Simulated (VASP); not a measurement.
# Si (P1) in VASP: single point with LDA

Aim: the single point of Si with LDA.

Everything below comes from runs of VASP 6.6.1. Logs are shortened: lines on timing, memory, paths and dates and some standing lists are left out, and cuts for length are marked.

**1. The cell of the first run**

The typed cell holds 4 atoms: a = 5.043 Å, b = 5.043 Å, c = 5.043 Å, α = 98.23°, β = 98.23°, γ = 135.53°.

**2. Single point, LDA (atoms displaced along a vibrational mode)**

Contents of INCAR:

```
PREC = Accurate
ENCUT = 520
EDIFF = 1E-6
ISMEAR = 0
SIGMA = 0.03
LREAL = False
LASPH = True
NELM = 100
ALGO = Normal
ISIF = 2
LWAVE = False
LCHARG = True
LELF = True
LVHAR = True
NBANDS = 16
```

Contents of KPOINTS:

```
regular mesh
0
Gamma
  10 10 10
```

Contents of POSCAR:

```
Si
1.0
   -3.3010168807      3.3010168807      1.9082539665
    3.3010168807     -3.3010168807      1.9082539665
    3.3010168807      3.3010168807     -1.9082539665
Si
4
Direct
    0.1592765437      0.1683646524      0.3486027666
    0.8225472390      0.8316353476      0.6332210162
    0.1879335462      0.8211545624      0.0090881086
    0.8302426710      0.1788454376      0.0090881086
```

Potentials or basis: VASP PAW LDA potentials, release 64 (Si).

On the command line:

```bash
> cat potpaw_LDA.64/Si/POTCAR > POTCAR
> mpirun -np 1 vasp_std > vasp.out
```

OUTCAR:

```text
PREC = Accurate
   ENCUT = 520
   EDIFF = 1E-6
   ISMEAR = 0
   LREAL = False
   LASPH = True
   NELM = 100
   ISIF = 2

 ion  position               nearest neighbor table
   1  0.159  0.168  0.349-   4 2.24   2 2.26   3 2.36   2 2.39
   2  0.823  0.832  0.633-   1 2.26   4 2.36   1 2.39   3 2.48
   3  0.188  0.821  0.009-   4 2.33   4 2.33   1 2.36   2 2.48
   4  0.830  0.179  0.009-   1 2.24   3 2.33   3 2.33   2 2.36

  LATTYP: Found a body centered tetragonal cell.
 ALAT       =     6.6020337614
 C/A-ratio  =     0.5780806447

  Lattice vectors:

 A1 = (  -3.3010168807,   3.3010168807,   1.9082539665)
 A2 = (   3.3010168807,  -3.3010168807,   1.9082539665)
 A3 = (   3.3010168807,   3.3010168807,  -1.9082539665)

Analysis of symmetry for initial positions (statically):
=====================================================================
 Subroutine PRICEL returns:
 Original cell was already a primitive cell.

 Routine SETGRP: Setting up the symmetry group for a
 body centered tetragonal supercell.

 Subroutine GETGRP returns: Found  1 space group operations
 (whereof  1 operations were pure point group operations)
 out of a pool of 16 trial point group operations.

The static configuration has the point symmetry C_1 .

Analysis of symmetry for dynamics (positions and initial velocities):
=====================================================================
 Subroutine PRICEL returns:
 Original cell was already a primitive cell.

 Routine SETGRP: Setting up the symmetry group for a
 body centered tetragonal supercell.

 Subroutine GETGRP returns: Found  1 space group operations
 (whereof  1 operations were pure point group operations)
 out of a pool of 16 trial point group operations.

The dynamic configuration has the point symmetry C_1 .

 Subroutine INISYM returns: Found  1 space group operations
 (whereof  1 operations are pure point group operations),
 and found     1 'primitive' translations

----------------------------------------------------------------------------------------

                                     Primitive cell

  volume of cell :      83.1748

  direct lattice vectors                    reciprocal lattice vectors
    -3.301016881  3.301016881  1.908253967     0.000000000  0.151468477  0.262019631
     3.301016881 -3.301016881  1.908253967     0.151468477  0.000000000  0.262019631
     3.301016881  3.301016881 -1.908253967     0.151468477  0.151468477  0.000000000

  length of vectors
[... 90 lines left out ...]
   IBRION =     -1    ionic relax: 0-MD 1-quasi-New 2-CG
   NFREE  =      0    steps in history (QN), initial steepest desc. (CG)
   ISIF   =      2    stress and relaxation
   ISYM   =      2    0-nonsym 1-usesym 2-fastsym
   POTIM  = 0.5000    time-step for ionic-motion
   TEBEG  =    0.0;   TEEND  =   0.0 temperature during run
   PSTRESS=    0.0 pullay stress
   NELECT =      16.0000    total number of electrons
   NUPDOWN=      -1.0000    fix difference up-down
   EMIN   =  10.00;   EMAX   =-10.00  energy-range for DOS
   EFERMI =   0.00;   METHOD = LEGACY
   ISMEAR =     0;   SIGMA  =   0.03  broadening in eV -4-tet -1-fermi 0-gaus
   EFERMI_NEDOS =   21; number of points for ismear=-14 and -15
   IALGO  =     38    algorithm
   IMIX   =      4    mixing-type and parameters
     AMIX     =   0.40;   BMIX     =  1.00
     AMIX_MAG =   1.60;   BMIX_MAG =  1.00
  volume/ion in A,a.u.               =      20.79       140.32
  Fermi-wavevector in a.u.,A,eV,Ry     =   0.945042  1.785870 12.151413  0.893104
  Thomas-Fermi vector in A             =   2.072905
   LORBIT       =      0    0 simple, 1 ext, 2 COOP (PROOUT), +10 PAW based schemes
   GGA     = CA    functional components
   LHFCALC =     F    Hartree Fock is set to
   AEXX    =    0.0000 exact exchange contribution
   IVDW    =     0    specifies the selected vdW correction
   LEPSILON=     F    determine dielectric tensor
   LRPA    =     F    only Hartree local field effects (RPA)
 non-spin polarized calculation
 Gauss-broadening in eV      SIGMA  =   0.03
  energy-cutoff  :      520.00
  volume of cell :       83.17
 maximum number of plane-waves:      2260
 NGX is ok and might be reduce to    40
   NGX = 19   NGY = 19   NGZ = 19

 number of electron      16.0000000 magnetization

 Free energy of the ion-electron system (eV)
  ---------------------------------------------------
  ext. energy  EPLUGINS =         0.00000000
  ---------------------------------------------------
  free energy    TOTEN  =       -23.22151427 eV

  energy without entropy =      -23.22148957  energy(sigma->0) =      -23.22150192

 E-fermi :   5.7161     XC(G=0):  -9.3869

 val. band max:        5.6946666400   @ k =   0.5000   0.5000   0.5000
 cond. band min:       5.7530182469   @ k =  -0.2000  -0.1000   0.2000
 fundamental gap:      0.0583516070
 Fermi energy:         5.7160856443

 k-point     1 :       0.0000    0.0000    0.0000
  band No.  band energies     occupation
      1      -6.6198      2.00000
      2      -2.2857      2.00000
      3      -0.0725      2.00000
      4      -0.0222      2.00000
      5       1.7194      2.00000
      6       4.0523      2.00000
[... 433 lines left out ...]
      3      -0.1954      2.00000
      4      -0.0420      2.00000
      5       1.8558      2.00000
      6       2.5607      2.00000
[... 8 lines left out ...]
     15      10.1967      0.00000
     16      12.9887      0.00000

 [... further k-points ...]

------------------------ aborting loop because EDIFF is reached ----------------------------------------

  FORCE on cell =-STRESS in cart. coord.  units (eV):
  Direction    XX          YY          ZZ          XY          YZ          ZX
  --------------------------------------------------------------------------------------
  -------------------------------------------------------------------------------------
  Total       -0.0130313      0.9818046      0.1622172      0.0547341     -0.6302796     -0.6108019
  in kB       -0.2510200     18.9122835      3.1247540      1.0543312    -12.1409354    -11.7657407
  external PRESSURE =       7.2620059 kB  Pullay stress =       0.0000000 kB

 VOLUME and BASIS-vectors are now :
 -----------------------------------------------------------------------------
  energy-cutoff  :      520.00
  volume of cell :       83.17
      direct lattice vectors                 reciprocal lattice vectors
    -3.301016881  3.301016881  1.908253967     0.000000000  0.151468477  0.262019631
     3.301016881 -3.301016881  1.908253967     0.151468477  0.000000000  0.262019631
     3.301016881  3.301016881 -1.908253967     0.151468477  0.151468477  0.000000000

 POSITION                                       TOTAL-FORCE (eV/Angst)
 -----------------------------------------------------------------------------------
      1.18074      1.12074     -0.04000        -0.097764      1.167248      1.005456
      2.12027      2.06027      1.94825         0.096636      0.859199     -1.026024
      2.12027     -2.06027      1.90825         0.026756     -0.788181      0.003604
     -2.12027      2.18027      1.90825        -0.025628     -1.238265      0.016964
 -----------------------------------------------------------------------------------
    total drift:                                0.000215     -0.000001      0.000017

  FREE ENERGIE OF THE ION-ELECTRON SYSTEM (eV)
  ---------------------------------------------------
  free  energy   TOTEN  =       -23.2215142700 eV

  energy  without entropy=      -23.2214895666  energy(sigma->0) =      -23.22150192
```

Run time: 5.3 min. Hardware: 1 thread of Intel Xeon 6975P-C (Granite Rapids), shared host; peak memory 0.54 GiB.

What came out:

```yaml
Free_energy: -23.2215 eV
Pressure: 0.7 GPa
Largest_force: 1.544 eV/Å
Band_gap_on_the_k_mesh: 0.06 eV (least direct gap 0.21 eV)
```

Forces on the atoms (eV/Å):
```
Si  -0.098  1.167  1.005
Si   0.097  0.859 -1.026
Si   0.027 -0.788  0.004
Si  -0.026 -1.238  0.017
```

Stress tensor (GPa, compression positive):
```
-0.03  0.11 -1.18
 0.11  1.89 -1.21
-1.18 -1.21  0.31
```

Levels at points of the mesh, in eV from the valence-band top:
```tsv
k point	band 4	band 5	band 6	band 7	band 8	band 9	band 10	band 11	band 12	band 13
(0.00, 0.00, 0.00)	-5.72	-3.98	-1.64	-1.59	-0.62	1.24	1.44	1.45	2.09	2.18
(0.50, 0.00, 0.00)	-6.45	-4.58	-3.77	-2.52	-1.46	0.49	2.34	2.95	3.22	4.07
(0.50, 0.00, 0.50)	-6.14	-4.51	-3.67	-2.52	-1.59	0.70	2.15	2.68	3.33	4.10
(0.00, 0.50, 0.50)	-6.15	-4.51	-3.61	-2.60	-1.55	0.65	2.18	2.70	3.26	4.26
(0.00, 0.50, 0.00)	-6.45	-4.59	-3.82	-2.45	-1.49	0.53	2.31	2.93	3.30	3.93
(0.50, 0.50, 0.00)	-5.06	-2.99	-2.19	-2.04	-1.68	1.38	1.72	1.76	3.87	4.18
(0.00, 0.00, 0.50)	-5.05	-3.00	-2.28	-1.94	-1.70	1.36	1.71	1.78	3.86	4.17
(0.50, 0.50, 0.50)	-5.26	-3.10	-0.43	-0.14	0.00	0.21	3.21	3.35	3.84	4.38
```

Caveat: the cell differs from its parent crystal (atoms displaced along a vibrational mode); forces of over 1 eV/Å act on the atoms, so gaps and moduli don't describe the material at rest.
